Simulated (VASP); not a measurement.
Hg3Pt, 4 atoms in the cell. Symmetry: Pm-3m, No. 221, cubic system. The conventional cell has a = 4.344 Å, b = 4.344 Å, c = 4.344 Å, α = 90.00°, β = 90.00°, γ = 90.00°. Hg (site symmetry 4/mmm) has 8 Hg at 3.07 Å and 4 Pt at 3.07 Å within 4.0 Å. Within 4.0 Å of Pt (site symmetry m-3m) lie 12 Hg at 3.07 Å. 

```yaml
Program: VASP 6.6.1
Task: relaxation of cell and atoms
Functional: LDA
Potentials_or_basis: VASP PAW LDA potentials, release 64 (Hg_sv_GW, Pt_sv_GW)
Cutoff: 570 eV
k_mesh: 5 × 5 × 5
Occupations: methfessel-paxton, width 0.15 eV
Spin: no spin polarisation
Target_pressure: -2 GPa
Dipole_correction: no
Further_INCAR_settings: ALGO = Normal; EDIFF = 1e-07; IBRION = 2; EDIFFG = -0.01; NSW = 80; ISIF = 3
```

Potentials or basis: VASP PAW LDA potentials, release 64 (Hg_sv_GW, Pt_sv_GW).

Command:

```sh
$ cat potpaw_LDA.64/Hg_sv_GW/POTCAR potpaw_LDA.64/Pt_sv_GW/POTCAR > POTCAR
$ mpirun -np 1 vasp_std > vasp.out
```

Hardware: 1 thread of Intel(R) Xeon(R) 6975P-C (Granite Rapids) (shared host).

Q: Estimate the wall time of this run.

A: It took 110 s on 1 thread of Intel(R) Xeon(R) 6975P-C (Granite Rapids), on a shared host, peak memory 0.21 GiB. Counts: scf iterations 56, k points 10, ion steps 5.
